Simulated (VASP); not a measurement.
Wanted: the native input for a VASP 6.6.1 run.

- Task: single point
- Functional: PBEsol
- Potentials or basis: VASP PAW PBE potentials, release 64 (Eu)
- Cutoff: 520 eV
- k mesh: 10 × 10 × 10
- Occupations: fermi-dirac, width 0.05 eV
- Spin: collinear spin, antiferromagnetic start
- Starting moments: [6.837, -6.837] μB
- Dipole correction: no
- Further INCAR settings: ALGO = Normal; EDIFF = 1e-06; NBANDS = 28

The structure of Eu lies in POSCAR:

```
Eu
1.0
    4.3047090752      0.0000000000      0.0000000000
    0.0000000000      4.3047090752      0.0000000000
    0.0000000000      0.0000000000      4.3047090752
Eu
2
Direct
    0.0000000000      0.0000000000      0.0000000000
    0.5000000000      0.5000000000      0.5000000000
```

One way to write it, as run:

INCAR

```
ALGO = Normal
EDIFF = 1E-6
ENCUT = 520
GGA = PS
ISIF = 2
ISMEAR = -1
ISPIN = 2
LASPH = True
LCHARG = True
LELF = True
LMAXMIX = 6
LORBIT = 11
LREAL = False
LVHAR = True
LWAVE = False
MAGMOM = 6.837 -6.837
NBANDS = 28
NELM = 150
PREC = Accurate
SIGMA = 0.05
```

KPOINTS

```
k-points
0
Gamma
  10 10 10
```

Potentials or basis: VASP PAW PBE potentials, release 64 (Eu).

Run with:

```bash
$ cat potpaw_PBE.64/Eu/POTCAR > POTCAR
$ mpirun -np 1 vasp_std > vasp.out
```

Results of the run:

| Property | Result |
| --- | --- |
| Pressure | -1.0 GPa |
| Band gap on the k mesh | zero (filled and empty bands overlap) |
| Net moment | 0.00 μB per cell |
| Site moments | Eu +6.59, -6.59 μB |
| Valence electrons inside the program's atomic spheres | Eu 14.71 |

Caveat: the PAW data sets were made with another functional, which shifts forces and pressure a little; spin-orbit coupling is left out, which moves the levels of the heavy elements; semilocal functionals describe open f shells poorly, which spoils levels, moments and volumes.

It took 8.9 min on 1 thread of Oxide Virtual Turin-like Processor, on a shared host, peak memory 0.31 GiB.
